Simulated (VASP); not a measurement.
# Au (Fm-3m) in VASP: single point with LDA

Aim: the single point of Au with LDA.

Program: VASP 6.6.1. These are calculated values, not measurements. Logs are shortened: lines on timing, memory, paths and dates and some standing lists are left out, and cuts for length are marked.

### 1 The cell of the first run

It takes space group Fm-3m (No. 225, cubic). The conventional cell has a = 4.053 Å, b = 4.053 Å, c = 4.053 Å, α = 90.00°, β = 90.00°, γ = 90.00°. Within 3.8 Å of Au (site symmetry m-3m) lie 12 Au at 2.87 Å.

### 2 Single point, LDA

INCAR

```
PREC = Accurate
ENCUT = 520
EDIFF = 1E-7
ISMEAR = -1
SIGMA = 0.13605693000000002
LREAL = False
LASPH = True
NELM = 80
ALGO = Normal
ISIF = 2
LWAVE = False
LCHARG = False
GGA = CA
NBANDS = 12
```

KPOINTS

```
Automatic mesh
0
Gamma
  14 14 14
```

POSCAR

```
Au
1.0
    0.0000000000      2.0264405743      2.0264405743
    2.0264405743      0.0000000000      2.0264405743
    2.0264405743      2.0264405743      0.0000000000
Au
1
Direct
    0.0000000000      0.0000000000      0.0000000000
```

Potentials or basis: VASP PAW LDA potentials, release 64 (Au).

The run is started by

```console
$ cat potpaw_LDA.64/Au/POTCAR > POTCAR
$ mpirun -np 1 vasp_std > vasp.out
```

OUTCAR:

```text
PREC = Accurate
   ENCUT = 520
   EDIFF = 1E-7
   ISMEAR = -1
   LREAL = False
   LASPH = True
   NELM = 80
   ISIF = 2
   GGA = CA

 ion  position               nearest neighbor table
   1  0.000  0.000  0.000-

  LATTYP: Found a face centered cubic cell.
 ALAT       =     4.0528811486

  Lattice vectors:

 A1 = (   0.0000000000,   2.0264405743,   2.0264405743)
 A2 = (   2.0264405743,   0.0000000000,   2.0264405743)
 A3 = (   2.0264405743,   2.0264405743,   0.0000000000)

Analysis of symmetry for initial positions (statically):
=====================================================================
 Subroutine PRICEL returns:
 Original cell was already a primitive cell.

 Routine SETGRP: Setting up the symmetry group for a
 face centered cubic supercell.

 Subroutine GETGRP returns: Found 48 space group operations
 (whereof 48 operations were pure point group operations)
 out of a pool of 48 trial point group operations.

The static configuration has the point symmetry O_h .

Analysis of symmetry for dynamics (positions and initial velocities):
=====================================================================
 Subroutine PRICEL returns:
 Original cell was already a primitive cell.

 Routine SETGRP: Setting up the symmetry group for a
 face centered cubic supercell.

 Subroutine GETGRP returns: Found 48 space group operations
 (whereof 48 operations were pure point group operations)
 out of a pool of 48 trial point group operations.

The dynamic configuration has the point symmetry O_h .

 Subroutine INISYM returns: Found 48 space group operations
 (whereof 48 operations are pure point group operations),
 and found     1 'primitive' translations

----------------------------------------------------------------------------------------

                                     Primitive cell

  volume of cell :      16.6430

  direct lattice vectors                    reciprocal lattice vectors
     0.000000000  2.026440574  2.026440574    -0.246738052  0.246738052  0.246738052
     2.026440574  0.000000000  2.026440574     0.246738052 -0.246738052  0.246738052
     2.026440574  2.026440574  0.000000000     0.246738052  0.246738052 -0.246738052

  length of vectors
     2.865819744  2.865819744  2.865819744     0.427362842  0.427362842  0.427362842

  position of ions in fractional coordinates (direct lattice)
     0.000000000  0.000000000  0.000000000

  ion indices of the primitive-cell ions
   primitive index   ion index
                 1           1

----------------------------------------------------------------------------------------

 KPOINTS: Automatic mesh

Automatic generation of k-mesh.
 Grid dimensions read from file:
 generate k-points for:   14   14   14

 Generating k-lattice:

  Cartesian coordinates                     Fractional coordinates (reciprocal lattice)
    -0.017624147  0.017624147  0.017624147     0.071428571  0.000000000  0.000000000
     0.017624147 -0.017624147  0.017624147     0.000000000  0.071428571  0.000000000
     0.017624147  0.017624147 -0.017624147     0.000000000  0.000000000  0.071428571

  Length of vectors
     0.030525917  0.030525917  0.030525917

  Shift w.r.t. Gamma in fractional coordinates (k-lattice)
     0.000000000  0.000000000  0.000000000

 Subroutine IBZKPT returns following result:
 ===========================================

 Found    104 irreducible k-points:

 Following reciprocal coordinates:
            Coordinates               Weight
  0.000000  0.000000  0.000000      1.000000
  0.071429  0.000000  0.000000      8.000000
  0.142857  0.000000  0.000000      8.000000
  0.214286  0.000000  0.000000      8.000000
  0.285714  0.000000  0.000000      8.000000
  0.357143  0.000000  0.000000      8.000000
[... 16 lines left out ...]
  0.214286  0.142857  0.000000     24.000000
  0.285714  0.142857  0.000000     24.000000
 [... further k-points ...]
   k-points           NKPTS =    104   k-points in BZ     NKDIM =    104   number of bands    NBANDS=     12
   number of dos      NEDOS =    301   number of ions     NIONS =      1
   total plane-waves  NPLWV =  13824
   dimension x,y,z NGX =    24 NGY =   24 NGZ =   24
   dimension x,y,z NGXF=    48 NGYF=   48 NGZF=   48
   ions per type =               1
   NGX,Y,Z   is equivalent  to a cutoff of  13.92, 13.92, 13.92 a.u.
   NGXF,Y,Z  is equivalent  to a cutoff of  27.84, 27.84, 27.84 a.u.
 SYSTEM =  unknown system
   PREC   = accura    normal or accurate (medium, high low for compatibility)
   ISTART =      0    job   : 0-new  1-cont  2-samecut
   ICHARG =      2    charge: 1-file 2-atom 10-const
   ISPIN  =      1    spin polarized calculation?
   LNONCOLLINEAR =      F non collinear calculations
   LSORBIT =      F    spin-orbit coupling
   LASPH  =      T    aspherical Exc in radial PAW
   ENCUT  =  520.0 eV  38.22 Ry    6.18 a.u.   5.33  5.33  5.33*2*pi/ulx,y,z
   NELM   =     80;   NELMIN=  2; NELMDL= -5     # of ELM steps
   EDIFF  = 0.1E-06   stopping-criterion for ELM
   LREAL  =      F    real-space projection
   EDIFFG = 0.1E-05   stopping-criterion for IOM
   NSW    =      0    number of steps for IOM
   IBRION =     -1    ionic relax: 0-MD 1-quasi-New 2-CG
   NFREE  =      0    steps in history (QN), initial steepest desc. (CG)
   ISIF   =      2    stress and relaxation
   ISYM   =      2    0-nonsym 1-usesym 2-fastsym
   POTIM  = 0.5000    time-step for ionic-motion
   TEBEG  =    0.0;   TEEND  =   0.0 temperature during run
   PSTRESS=    0.0 pullay stress
   NELECT =      11.0000    total number of electrons
   NUPDOWN=      -1.0000    fix difference up-down
   EMIN   =  10.00;   EMAX   =-10.00  energy-range for DOS
   EFERMI =   0.00;   METHOD = LEGACY
   ISMEAR =    -1;   SIGMA  =   0.14  broadening in eV -4-tet -1-fermi 0-gaus
   EFERMI_NEDOS =   21; number of points for ismear=-14 and -15
   IALGO  =     38    algorithm
   IMIX   =      4    mixing-type and parameters
     AMIX     =   0.40;   BMIX     =  1.00
     AMIX_MAG =   1.60;   BMIX_MAG =  1.00
  volume/ion in A,a.u.               =      16.64       112.31
  Fermi-wavevector in a.u.,A,eV,Ry     =   1.426030  2.694805 27.668267  2.033560
  Thomas-Fermi vector in A             =   2.546350
   LORBIT       =      0    0 simple, 1 ext, 2 COOP (PROOUT), +10 PAW based schemes
   GGA     = CA    functional components
   LHFCALC =     F    Hartree Fock is set to
   AEXX    =    0.0000 exact exchange contribution
   IVDW    =     0    specifies the selected vdW correction
   LEPSILON=     F    determine dielectric tensor
   LRPA    =     F    only Hartree local field effects (RPA)
 non-spin polarized calculation
  energy-cutoff  :      520.00
  volume of cell :       16.64
 maximum number of plane-waves:       464
 NGX is ok and might be reduce to    24
   NGX = 11   NGY = 11   NGZ = 11

 number of electron      10.9999999 magnetization

 Free energy of the ion-electron system (eV)
  ---------------------------------------------------
  ext. energy  EPLUGINS =         0.00000000
  ---------------------------------------------------
  free energy    TOTEN  =        -4.45220527 eV

  energy without entropy =       -4.43340520  energy(sigma->0) =       -4.44280523

 E-fermi :   9.6815     XC(G=0): -13.1211

 val. band max:        9.5762086830   @ k =   0.5000   0.2857   0.1429
 cond. band min:       9.7206653918   @ k =   0.5000   0.3571   0.1429
 fundamental gap:      0.1444567088
 Fermi energy:         9.6815437446

 k-point     1 :       0.0000    0.0000    0.0000
  band No.  band energies     occupation
      1      -0.4769      2.00000
      2       4.8479      2.00000
      3       4.8479      2.00000
      4       4.8479      2.00000
      5       6.4520      2.00000
      6       6.4520      2.00000
      7      24.1414      0.00000
      8      28.2334      0.00000
      9      28.2334      0.00000
     10      28.2334      0.00000
     11      33.3402      0.00000
     12      38.1836      0.00000

 k-point     2 :       0.0714    0.0000    0.0000
  band No.  band energies     occupation
      1      -0.2952      2.00000
      2       4.7871      2.00000
      3       4.9113      2.00000
      4       4.9113      2.00000
      5       6.4231      2.00000
      6       6.4231      2.00000
      7      24.3634      0.00000
      8      27.1561      0.00000
      9      28.4596      0.00000
     10      28.4596      0.00000
     11      34.1770      0.00000
     12      36.3485      0.00000

 k-point     3 :       0.1429    0.0000    0.0000
  band No.  band energies     occupation
      1       0.2239      2.00000
      2       4.6527      2.00000
      3       5.0583      2.00000
      4       5.0583      2.00000
      5       6.3852      2.00000
      6       6.3852      2.00000
      7      24.5857      0.00000
      8      25.3394      0.00000
      9      29.0746      0.00000
     10      29.0746      0.00000
     11      32.8638      0.00000
     12      35.1915      0.00000
[... 286 lines left out ...]
 k-point    23 :       0.2143    0.1429    0.0000
  band No.  band energies     occupation
      1       1.0481      2.00000
      2       4.1747      2.00000
      3       5.3887      2.00000
      4       5.4915      2.00000
      5       5.9406      2.00000
      6       6.7912      2.00000
      7      24.5379      0.00000
      8      25.9005      0.00000
      9      26.7959      0.00000
     10      27.9583      0.00000
     11      31.2406      0.00000
     12      34.3783      0.00000

 k-point    24 :       0.2857    0.1429    0.0000
  band No.  band energies     occupation
      1       1.7932      2.00000
      2       4.0897      2.00000
      3       5.1492      2.00000
      4       5.5715      2.00000
      5       6.4772      2.00000
      6       7.0439      2.00000
      7      21.8315      0.00000
      8      25.8644      0.00000
      9      26.2248      0.00000
     10      28.1689      0.00000
     11      31.0328      0.00000
     12      34.1884      0.00000

 [... further k-points ...]

------------------------ aborting loop because EDIFF is reached ----------------------------------------

  FORCE on cell =-STRESS in cart. coord.  units (eV):
  Direction    XX          YY          ZZ          XY          YZ          ZX
  --------------------------------------------------------------------------------------
  -------------------------------------------------------------------------------------
  Total       -0.0215776     -0.0215776     -0.0215776      0.0000000     -0.0000000     -0.0000000
  in kB       -2.0772146     -2.0772146     -2.0772146      0.0000000     -0.0000000     -0.0000000
  external PRESSURE =      -2.0772146 kB  Pullay stress =       0.0000000 kB

 VOLUME and BASIS-vectors are now :
 -----------------------------------------------------------------------------
  energy-cutoff  :      520.00
  volume of cell :       16.64
      direct lattice vectors                 reciprocal lattice vectors
     0.000000000  2.026440574  2.026440574    -0.246738052  0.246738052  0.246738052
     2.026440574  0.000000000  2.026440574     0.246738052 -0.246738052  0.246738052
     2.026440574  2.026440574  0.000000000     0.246738052  0.246738052 -0.246738052

 POSITION                                       TOTAL-FORCE (eV/Angst)
 -----------------------------------------------------------------------------------
      0.00000      0.00000      0.00000         0.000000     -0.000000      0.000000
 -----------------------------------------------------------------------------------
    total drift:                               -0.000000     -0.000000     -0.000000

  FREE ENERGIE OF THE ION-ELECTRON SYSTEM (eV)
  ---------------------------------------------------
  free  energy   TOTEN  =        -4.4522052654 eV

  energy  without entropy=       -4.4334051993  energy(sigma->0) =       -4.44280523
```

It took 32 s on 1 thread of AMD EPYC 7R43 (Zen 3), shared host; peak memory 0.11 GiB.

What came out:

- Free energy: -4.4522 eV
- Pressure: -0.2 GPa

Caveat: spin-orbit coupling is left out, which moves the levels of the heavy elements.
